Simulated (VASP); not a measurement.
Input of a VASP 6.6.1 run:

Contents of INCAR:

```
  PREC = Accurate
  ENCUT = 600
  EDIFF = 1E-7
  ISMEAR = -1
  SIGMA = 0.05
  LREAL = F
  LASPH = T
  NELM = 150
  ALGO = Normal
  ISIF = 3
  LWAVE = F
  LCHARG = F
  ISPIN = 2
  MAGMOM = 3 0
  LORBIT = 11
  LMAXMIX = 4
  LDAU = T
  LDAUTYPE = 2
  LDAUL = 2 -1
  LDAUU = 8 0
  LDAUJ = 0 0
  LDAUPRINT = 1
  GGA = PE
  IBRION = 2
  NSW = 60
  EDIFFG = -0.01
```

Contents of KPOINTS:

```
regular mesh
0
Gamma
  11 11 11
```

Contents of POSCAR:

```
FeO
1.0
    0.0000000000      2.1554001600      2.1554001600
    2.1554001600      0.0000000000      2.1554001600
    2.1554001600      2.1554001600      0.0000000000
Fe O
1 1
Direct
    0.0000000000      0.0000000000      0.0000000000
    0.5000000000      0.5000000000      0.5000000000
```

Potentials or basis: VASP PAW PBE potentials, release 64 (Fe, O).

Launch:

```bash
$ cat potpaw_PBE.64/Fe/POTCAR potpaw_PBE.64/O/POTCAR > POTCAR
$ mpirun -np 1 vasp_std > vasp.out
```

**Question.** What does it give for the site moments?

**Answer.** Fe +4.02; O +0.12 μB.

**Question.** Estimate the relaxed volume.

**Answer.** 9.83 Å³/atom.

Final structure:
```
Fe O
1.0
     0.00000    2.14239    2.14239
     2.14239    0.00000    2.14239
     2.14239    2.14239    0.00000
Fe O
1 1
Direct
  0.00000 0.00000 0.00000
  0.50000 0.50000 0.50000
```

Caveat: a cell with one magnetic atom can't hold antiferromagnetic order, which such compounds often take. The state reached can hang on the start; a lower one may exist.
